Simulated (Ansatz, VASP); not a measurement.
## Two plane-wave programs on Al6NiPd5

The input INCAR:

```
SYSTEM = Al6NiPd5
PREC = Accurate
ENCUT = 520
EDIFF = 1E-6
ISMEAR = 0
SIGMA = 0.1
LREAL = .FALSE.
LASPH = .TRUE.
NELM = 80
ALGO = Fast
ISIF = 2
LWAVE = .FALSE.
LCHARG = .FALSE.
GGA = PE
NBANDS = 51
```

File KPOINTS:

```
Automatic mesh
0
G
  10 10 4
  0 0 0
```

The input POSCAR:

```
Al6NiPd5
1.0
    4.2973146449      0.0000000000      0.0000000000
    0.0000000000      4.2973146449      0.0000000000
    0.0000000000      0.0000000000      9.2150197406
Al Ni Pd
6 1 5
Direct
    0.0000000000      0.5000000000      0.8407735887
    0.0000000000      0.5000000000      0.1592264113
    0.0000000000      0.5000000000      0.5000000000
    0.5000000000      0.0000000000      0.8407735887
    0.5000000000      0.0000000000      0.1592264113
    0.5000000000      0.0000000000      0.5000000000
    0.5000000000      0.5000000000      0.0000000000
    0.0000000000      0.0000000000      0.0000000000
    0.0000000000      0.0000000000      0.3323599587
    0.0000000000      0.0000000000      0.6676400413
    0.5000000000      0.5000000000      0.3276779406
    0.5000000000      0.5000000000      0.6723220594
```

Input for Ansatz:

```yaml
crystal:
  lattice:
    - [4.2973146449, 0.0, 0.0]
    - [0.0, 4.2973146449, 0.0]
    - [0.0, 0.0, 9.2150197406]
  atoms:
    - { symbol: Al, position: [0.0, 0.5, 0.8407735887] }
    - { symbol: Al, position: [0.0, 0.5, 0.1592264113] }
    - { symbol: Al, position: [0.0, 0.5, 0.5] }
    - { symbol: Al, position: [0.5, 0.0, 0.8407735887] }
    - { symbol: Al, position: [0.5, 0.0, 0.1592264113] }
    - { symbol: Al, position: [0.5, 0.0, 0.5] }
    - { symbol: Ni, position: [0.5, 0.5, 0.0] }
    - { symbol: Pd, position: [0.0, 0.0, 0.0] }
    - { symbol: Pd, position: [0.0, 0.0, 0.3323599587] }
    - { symbol: Pd, position: [0.0, 0.0, 0.6676400413] }
    - { symbol: Pd, position: [0.5, 0.5, 0.3276779406] }
    - { symbol: Pd, position: [0.5, 0.5, 0.6723220594] }
basis:
  ecutwfc: 420
kpoints:
  mp_grid: { grid: [10, 10, 4] }
  band_path:
    path:
      - [[0.0, 0.0, 0.0], [0.0, 0.5, 0.0], [0.5, 0.5, 0.0], [0.0, 0.0, 0.0], [0.0, 0.0, 0.5], [0.0, 0.5, 0.5], [0.5, 0.5, 0.5], [0.0, 0.0, 0.5]]
      - [[0.0, 0.5, 0.0], [0.0, 0.5, 0.5]]
      - [[0.5, 0.5, 0.0], [0.5, 0.5, 0.5]]
    npoints: 10
hamiltonian:
  xc: pbe
scf:
  occupations: { method: gaussian, width: 0.1 }
  n_extra_bands: 30
output:
  forces: true
  stress: true
  eigenvalues: true
  populations: true
  dos: { projected: true, de: 0.02, nscf_kmesh: { grid: [12, 12, 5] } }
  bader: false
  write_density: true
  write_potential: true
  elf: true
  volumetric_format: npy
```

Alike in both runs: task single point; functional PBE; k mesh 10 × 10 × 4; occupations gaussian, width 0.1 eV; no spin polarisation.

|  | VASP | Ansatz |
| --- | --- | --- |
| version | VASP 6.6.1 | Ansatz 0.2.0 |
| potentials or method | VASP PAW PBE potentials, release 64 (Al, Ni, Pd), cutoff 520 eV | scalar-relativistic, plane waves, PAW |
| valence electrons in the cell | 78 | 126 |

```tsv
	VASP	Ansatz	Ansatz less VASP
gap on the k mesh at the Fermi level (eV)	none	none	-
pressure (GPa)	0.0	0.0	-0.01
```

A gap of «none» marks a metal or a gap that the smearing closes. VASP's potentials hold 78 valence electrons a cell and Ansatz's 126, so a difference there can come from the potentials and not from the codes.
